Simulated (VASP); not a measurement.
# WC (P-6m2) in VASP: molecular dynamics with PBE+D3(BJ)

Aim: the molecular dynamics of WC with PBE+D3(BJ).

All numbers are computed with VASP 6.6.1; they aren't measurements. Logs are shortened: lines on timing, memory, paths and dates and some standing lists are left out, and cuts for length are marked.

## 1. The cell of the first run

The structure is hexagonal, space group P-6m2 (No. 187). Conventional cell: a = 2.989 Å, b = 2.989 Å, c = 2.925 Å, α = 90.00°, β = 90.00°, γ = 120.00°. W (site symmetry -6m2) has 6 C at 2.26 Å and 8 W at 2.92 to 2.99 Å within 3.0 Å. Within 3.0 Å of C (site symmetry -6m2) lie 6 W at 2.26 Å and 8 C at 2.92 to 2.99 Å.

## 2. Molecular dynamics, PBE+D3(BJ)

INCAR reads:

```
PREC = Accurate
ENCUT = 520
EDIFF = 1E-5
ISMEAR = -1
SIGMA = 0.24
LREAL = Auto
LASPH = True
NELM = 80
ALGO = Normal
ISIF = 2
LWAVE = False
LCHARG = False
GGA = PE
IVDW = 12
IBRION = 0
NSW = 40
POTIM = 0.75
TEBEG = 5600.0
TEEND = 5600.0
ISYM = 0
NELMIN = 4
RANDOM_SEED = 298307 0 0
MDALGO = 3
LANGEVIN_GAMMA = 500 500
```

KPOINTS reads:

```
Automatic mesh
0
Gamma
  2 2 2
```

POSCAR reads:

```
WC
1.0
   -2.9891740000     -5.1774000000      0.0000000000
    4.4837600000     -2.5887000000      0.0000000000
    0.0000000000      0.0000000000      5.8493330000
W C
8 8
Direct
    0.7500000000      0.5000000000      0.0000000000
    0.7500000000      0.5000000000      0.5000000000
    0.5000000000      0.0000000000      0.0000000000
    0.5000000000      0.0000000000      0.5000000000
    0.2500000000      0.5000000000      0.0000000000
    0.2500000000      0.5000000000      0.5000000000
    0.0000000000      0.0000000000      0.0000000000
    0.0000000000      0.0000000000      0.5000000000
    0.5000000000      0.6666667000      0.2500000000
    0.5000000000      0.6666667000      0.7500000000
    0.2500000000      0.1666667000      0.2500000000
    0.2500000000      0.1666667000      0.7500000000
    0.0000000000      0.6666667000      0.2500000000
    0.0000000000      0.6666667000      0.7500000000
    0.7500000000      0.1666667000      0.2500000000
    0.7500000000      0.1666667000      0.7500000000
```

Potentials or basis: VASP PAW PBE potentials, release 64 (W_sv, C).

The run is started by

```bash
$ cat potpaw_PBE.64/W_sv/POTCAR potpaw_PBE.64/C/POTCAR > POTCAR
$ mpirun -np 1 vasp_std > vasp.out
```

OUTCAR:

```text
PREC = Accurate
   ENCUT = 520
   EDIFF = 1E-5
   ISMEAR = -1
   LREAL = Auto
   LASPH = True
   NELM = 80
   ISIF = 2
   GGA = PE
   IVDW = 12
   IBRION = 0
   NSW = 40
   POTIM = 0.75
   TEBEG = 5600.0
   ISYM = 0
   NELMIN = 4
 IVDW          = 12

 ion  position               nearest neighbor table
   1  0.750  0.500  0.000-  15 2.26  16 2.26  13 2.26  14 2.26   9 2.26  10 2.26   2 2.92   2 2.92
                             7 2.99   3 2.99   5 2.99   5 2.99   7 2.99   3 2.99
   2  0.750  0.500  0.500-  15 2.26  16 2.26  13 2.26  14 2.26   9 2.26  10 2.26   1 2.92   1 2.92
                             8 2.99   4 2.99   6 2.99   6 2.99   8 2.99   4 2.99
   3  0.500  0.000  0.000-   9 2.26  10 2.26  15 2.26  16 2.26  11 2.26  12 2.26   4 2.92   4 2.92
                             1 2.99   5 2.99   7 2.99   7 2.99   5 2.99   1 2.99
   4  0.500  0.000  0.500-   9 2.26  10 2.26  15 2.26  16 2.26  11 2.26  12 2.26   3 2.92   3 2.92
                             2 2.99   6 2.99   8 2.99   8 2.99   6 2.99   2 2.99
   5  0.250  0.500  0.000-  11 2.26  12 2.26   9 2.26  10 2.26  13 2.26  14 2.26   6 2.92   6 2.92
                             3 2.99   7 2.99   1 2.99   1 2.99   7 2.99   3 2.99
   6  0.250  0.500  0.500-  11 2.26  12 2.26   9 2.26  10 2.26  13 2.26  14 2.26   5 2.92   5 2.92
                             4 2.99   8 2.99   2 2.99   2 2.99   8 2.99   4 2.99
   7  0.000  0.000  0.000-  13 2.26  14 2.26  11 2.26  12 2.26  15 2.26  16 2.26   8 2.92   8 2.92
                             5 2.99   1 2.99   3 2.99   3 2.99   5 2.99   1 2.99
   8  0.000  0.000  0.500-  13 2.26  14 2.26  11 2.26  12 2.26  15 2.26  16 2.26   7 2.92   7 2.92
                             6 2.99   2 2.99   4 2.99   4 2.99   6 2.99   2 2.99
   9  0.500  0.667  0.250-   3 2.26   4 2.26   5 2.26   6 2.26   1 2.26   2 2.26
  10  0.500  0.667  0.750-   3 2.26   4 2.26   5 2.26   6 2.26   1 2.26   2 2.26
  11  0.250  0.167  0.250-   5 2.26   6 2.26   7 2.26   8 2.26   3 2.26   4 2.26
  12  0.250  0.167  0.750-   5 2.26   6 2.26   7 2.26   8 2.26   3 2.26   4 2.26
  13  0.000  0.667  0.250-   7 2.26   8 2.26   1 2.26   2 2.26   5 2.26   6 2.26
  14  0.000  0.667  0.750-   7 2.26   8 2.26   1 2.26   2 2.26   5 2.26   6 2.26
  15  0.750  0.167  0.250-   1 2.26   2 2.26   3 2.26   4 2.26   7 2.26   8 2.26
  16  0.750  0.167  0.750-   1 2.26   2 2.26   3 2.26   4 2.26   7 2.26   8 2.26

IMPORTANT INFORMATION: All symmetrisations will be switched off!
NOSYMM: (Re-)initialisation of all symmetry stuff for point group C_1.

----------------------------------------------------------------------------------------

                                     Primitive cell

  volume of cell :     181.0503

  direct lattice vectors                    reciprocal lattice vectors
    -2.989174000 -5.177400000  0.000000000    -0.083635159 -0.144860347  0.000000000
     4.483760000 -2.588700000  0.000000000     0.167270317 -0.096573586  0.000000000
     0.000000000  0.000000000  5.849333000     0.000000000  0.000000000  0.170959663

  length of vectors
     5.978346926  5.177400064  5.849333000     0.167270319  0.193147137  0.170959663

  position of ions in fractional coordinates (direct lattice)
     0.750000000  0.500000000  0.000000000
     0.750000000  0.500000000  0.500000000
     0.500000000  0.000000000  0.000000000
     0.500000000  0.000000000  0.500000000
     0.250000000  0.500000000  0.000000000
     0.250000000  0.500000000  0.500000000
[... 8 lines left out ...]
     0.750000000  0.166666700  0.250000000
     0.750000000  0.166666700  0.750000000

  ion indices of the primitive-cell ions
   primitive index   ion index
                 1           1
                 2           2
                 3           3
                 4           4
                 5           5
                 6           6
[... 8 lines left out ...]
                15          15
                16          16

----------------------------------------------------------------------------------------

 KPOINTS: Automatic mesh

Automatic generation of k-mesh.
 Grid dimensions read from file:
 generate k-points for:    2    2    2

 Generating k-lattice:

  Cartesian coordinates                     Fractional coordinates (reciprocal lattice)
    -0.041817579 -0.072430173  0.000000000     0.500000000  0.000000000  0.000000000
     0.083635159 -0.048286793  0.000000000     0.000000000  0.500000000  0.000000000
     0.000000000  0.000000000  0.085479832     0.000000000  0.000000000  0.500000000

  Length of vectors
     0.083635160  0.096573569  0.085479832

  Shift w.r.t. Gamma in fractional coordinates (k-lattice)
     0.000000000  0.000000000  0.000000000

 Subroutine IBZKPT returns following result:
 ===========================================

 Found      8 irreducible k-points:

 Following reciprocal coordinates:
            Coordinates               Weight
  0.000000  0.000000  0.000000      1.000000
  0.500000  0.000000  0.000000      1.000000
  0.000000  0.500000  0.000000      1.000000
  0.500000  0.500000  0.000000      1.000000
  0.000000  0.000000  0.500000      1.000000
  0.500000  0.000000  0.500000      1.000000
  0.000000  0.500000  0.500000      1.000000
  0.500000  0.500000  0.500000      1.000000
   k-points           NKPTS =      8   k-points in BZ     NKDIM =      8   number of bands    NBANDS=     86
   number of dos      NEDOS =    301   number of ions     NIONS =     16
   total plane-waves  NPLWV =  92160
   dimension x,y,z NGX =    48 NGY =   40 NGZ =   48
   dimension x,y,z NGXF=    96 NGYF=   80 NGZF=   96
   ions per type =               8   8
   NGX,Y,Z   is equivalent  to a cutoff of  13.35, 12.84, 13.64 a.u.
   NGXF,Y,Z  is equivalent  to a cutoff of  26.70, 25.69, 27.28 a.u.
 SYSTEM =  unknown system
   PREC   = accura    normal or accurate (medium, high low for compatibility)
   ISTART =      0    job   : 0-new  1-cont  2-samecut
   ICHARG =      2    charge: 1-file 2-atom 10-const
   ISPIN  =      1    spin polarized calculation?
   LNONCOLLINEAR =      F non collinear calculations
   LSORBIT =      F    spin-orbit coupling
   LASPH  =      T    aspherical Exc in radial PAW
   ENCUT  =  520.0 eV  38.22 Ry    6.18 a.u.  11.12  9.63 10.88*2*pi/ulx,y,z
   NELM   =     80;   NELMIN=  4; NELMDL= -5     # of ELM steps
   EDIFF  = 0.1E-04   stopping-criterion for ELM
   LREAL  =      T    real-space projection
   EDIFFG = 0.1E-03   stopping-criterion for IOM
   NSW    =     40    number of steps for IOM
   IBRION =      0    ionic relax: 0-MD 1-quasi-New 2-CG
   NFREE  =      0    steps in history (QN), initial steepest desc. (CG)
   ISIF   =      2    stress and relaxation
   ISYM   =      0    0-nonsym 1-usesym 2-fastsym
   POTIM  = 0.7500    time-step for ionic-motion
   TEBEG  = 5600.0;   TEEND  =5600.0 temperature during run
   PSTRESS=    0.0 pullay stress
   NELECT =     144.0000    total number of electrons
   NUPDOWN=      -1.0000    fix difference up-down
   EMIN   =  10.00;   EMAX   =-10.00  energy-range for DOS
   EFERMI =   0.00;   METHOD = LEGACY
   ISMEAR =    -1;   SIGMA  =   0.24  broadening in eV -4-tet -1-fermi 0-gaus
   EFERMI_NEDOS =   21; number of points for ismear=-14 and -15
   IALGO  =     38    algorithm
   IMIX   =      4    mixing-type and parameters
     AMIX     =   0.40;   BMIX     =  1.00
     AMIX_MAG =   1.60;   BMIX_MAG =  1.00
  volume/ion in A,a.u.               =      11.32        76.36
  Fermi-wavevector in a.u.,A,eV,Ry     =   1.516803  2.866343 31.302819  2.300692
  Thomas-Fermi vector in A             =   2.626144
   LORBIT       =      0    0 simple, 1 ext, 2 COOP (PROOUT), +10 PAW based schemes
   GGA     = PE    functional components
   LHFCALC =     F    Hartree Fock is set to
   AEXX    =    0.0000 exact exchange contribution
   IVDW    =    12    specifies the selected vdW correction
   LEPSILON=     F    determine dielectric tensor
   LRPA    =     F    only Hartree local field effects (RPA)
 molecular dynamics for ions
 non-spin polarized calculation
  energy-cutoff  :      520.00
  volume of cell :      181.05
 maximum number of plane-waves:      4912
 NGX is ok and might be reduce to    48
   NGX = 23   NGY = 19   NGZ = 21

--------------------------------------- Ionic step        1  -------------------------------------------

 number of electron     144.0000027 magnetization

 Free energy of the ion-electron system (eV)
  ---------------------------------------------------
  ext. energy  EPLUGINS =         0.00000000
  ---------------------------------------------------
  free energy    TOTEN  =      -178.35419746 eV

  energy without entropy =     -177.52438558  energy(sigma->0) =     -177.93929152

------------------------ aborting loop because EDIFF is reached ----------------------------------------

 Edisp (eV)   -6.75823

 E8    (eV) :    -3.0965

  FORCE on cell =-STRESS in cart. coord.  units (eV):
  Direction    XX          YY          ZZ          XY          YZ          ZX
  --------------------------------------------------------------------------------------
  -------------------------------------------------------------------------------------
  Total     -28.51648   -29.65353   -38.52142    -0.98512     0.00002     0.00002
  in kB    -252.35233  -262.41447  -340.88958    -8.71765     0.00014     0.00017
  external pressure =     -285.22 kB  Pullay stress =        0.00 kB
[... 165 lines left out ...]
  ENERGY OF THE ELECTRON-ION-THERMOSTAT SYSTEM (eV)
  ---------------------------------------------------
% ion-electron   TOTEN  =      -185.040606  see above
  kinetic energy EKIN   =         8.603249
  kin. lattice  EKIN_LAT=         0.000000  (temperature 4159.83 K)
  nose potential ES     =         0.000000
  nose kinetic   EPS    =         0.000000
  ---------------------------------------------------
  total energy   ETOTAL =      -176.437357 eV

[... ionic steps 4 to 37 ...]

--------------------------------------- Ionic step       38  -------------------------------------------

 number of electron     144.0000005 magnetization

------------------------ aborting loop because EDIFF is reached ----------------------------------------

 Edisp (eV)   -6.75779

 E8    (eV) :    -3.0966
[... 109 lines left out ...]
  ENERGY OF THE ELECTRON-ION-THERMOSTAT SYSTEM (eV)
  ---------------------------------------------------
% ion-electron   TOTEN  =      -181.023659  see above
  kinetic energy EKIN   =        12.032371
  kin. lattice  EKIN_LAT=         0.000000  (temperature 5817.88 K)
  nose potential ES     =         0.000000
  nose kinetic   EPS    =         0.000000
  ---------------------------------------------------
  total energy   ETOTAL =      -168.991288 eV

--------------------------------------- Ionic step       40  -------------------------------------------

 number of electron     144.0000002 magnetization

 Free energy of the ion-electron system (eV)
  ---------------------------------------------------
  ext. energy  EPLUGINS =         0.00000000
  ---------------------------------------------------
  free energy    TOTEN  =      -174.31224509 eV

  energy without entropy =     -173.42446197  energy(sigma->0) =     -173.86835353

 E-fermi :  10.2856     XC(G=0): -13.2983

 val. band max:       10.2645560581   @ k =   0.5000   0.0000   0.0000
 cond. band min:      10.3237779103   @ k =   0.5000   0.0000   0.5000
 fundamental gap:      0.0592218523
 Fermi energy:        10.2856110115

 k-point     1 :       0.0000    0.0000    0.0000
  band No.  band energies     occupation
      1     -64.2561      2.00000
      2     -64.1931      2.00000
      3     -64.1798      2.00000
      4     -64.1676      2.00000
      5     -64.1532      2.00000
      6     -64.1426      2.00000
[... 685 lines left out ...]
     83      13.2614      0.00001
     84      13.5416      0.00000
 [bands above 84 left out]

------------------------ aborting loop because EDIFF is reached ----------------------------------------

 Edisp (eV)   -6.75802

 E8    (eV) :    -3.0967

  FORCE on cell =-STRESS in cart. coord.  units (eV):
  Direction    XX          YY          ZZ          XY          YZ          ZX
  --------------------------------------------------------------------------------------
  -------------------------------------------------------------------------------------
  Total     -18.66131   -21.06406   -24.90678     1.03533     1.42671     0.92676
  in kB    -165.14046  -186.40329  -220.40885     9.16200    12.62549     8.20123
  external pressure =     -190.65 kB  Pullay stress =        0.00 kB
[... 37 lines left out ...]
  ENERGY OF THE ELECTRON-ION-THERMOSTAT SYSTEM (eV)
  ---------------------------------------------------
% ion-electron   TOTEN  =      -181.070266  see above
  kinetic energy EKIN   =        10.334601
  kin. lattice  EKIN_LAT=         0.000000  (temperature 4996.97 K)
  nose potential ES     =         0.000000
  nose kinetic   EPS    =         0.000000
  ---------------------------------------------------
  total energy   ETOTAL =      -170.735665 eV
```

It took 2.1 h on 1 thread of Oxide Virtual Turin-like, shared host; peak memory 0.45 GiB.

What came out:

| Item | Value |
| --- | --- |
| Dispersion energy per atom | -0.422 eV |

Caveat: the k points lie up to 0.61 Å⁻¹ apart; spin-orbit coupling is left out, which moves the levels of the heavy elements.
